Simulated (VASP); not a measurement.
Set up this calculation in VASP 6.6.1, as the native input.

- Task: single point
- Functional: PBE
- Potentials or basis: VASP PAW PBE potentials, release 64 (Mg, Zn, C)
- Cutoff: 520 eV
- k mesh: 8 × 8 × 8
- Occupations: methfessel-paxton, width 0.1 eV
- Spin: no spin polarisation
- Dipole correction: no
- Further INCAR settings: ALGO = Normal; EDIFF = 1e-07; NBANDS = 19

The structure of Mg3ZnC lies in POSCAR:

```
Mg3ZnC
1.0
    4.4069300000      0.0000000000      0.0000000000
    0.0000000000      4.4069300000      0.0000000000
    0.0000000000      0.0000000000      4.5171032500
Mg Zn C
3 1 1
Direct
    0.0000000000      0.5000000000      0.5000000000
    0.5000000000      0.5000000000      0.0000000000
    0.5000000000      0.0000000000      0.5000000000
    0.0000000000      0.0000000000      0.0000000000
    0.5000000000      0.5000000000      0.5000000000
```

One way to write it, as run:

INCAR

```
SYSTEM = Mg3ZnC
ALGO     = Normal         ! electronic algorithm
EDIFF    = 1E-7           ! SCF threshold, eV
ENCUT    = 520            ! plane-wave cutoff, eV
GGA      = PE             ! functional
ISIF     = 2              ! what is computed and relaxed
ISMEAR   = 1              ! smearing method
LASPH    = .TRUE.         ! aspherical terms in the spheres
LCHARG   = .FALSE.        ! write CHGCAR
LREAL    = .FALSE.        ! projectors in reciprocal space
LWAVE    = .FALSE.        ! write WAVECAR
NBANDS   = 19             ! bands
NELM     = 100            ! most SCF steps
PREC     = Accurate       ! precision mode
SIGMA    = 0.1            ! smearing width, eV
```

KPOINTS

```
k-points
0
G
  8 8 8
  0 0 0
```

Potentials or basis: VASP PAW PBE potentials, release 64 (Mg, Zn, C).

Launch:

```bash
$ cat potpaw_PBE.64/Mg/POTCAR potpaw_PBE.64/Zn/POTCAR potpaw_PBE.64/C/POTCAR > POTCAR
$ mpirun -np 1 vasp_std > vasp.out
```

It gave:

```
Pressure               : -1.7 GPa
Band gap on the k mesh : zero (bands 11 and 12 overlap by 3.16 eV)
```

It took 2.5 min on 1 thread of Intel(R) Xeon(R) Platinum 8488C (Sapphire Rapids), on a shared host, peak memory 0.29 GiB.
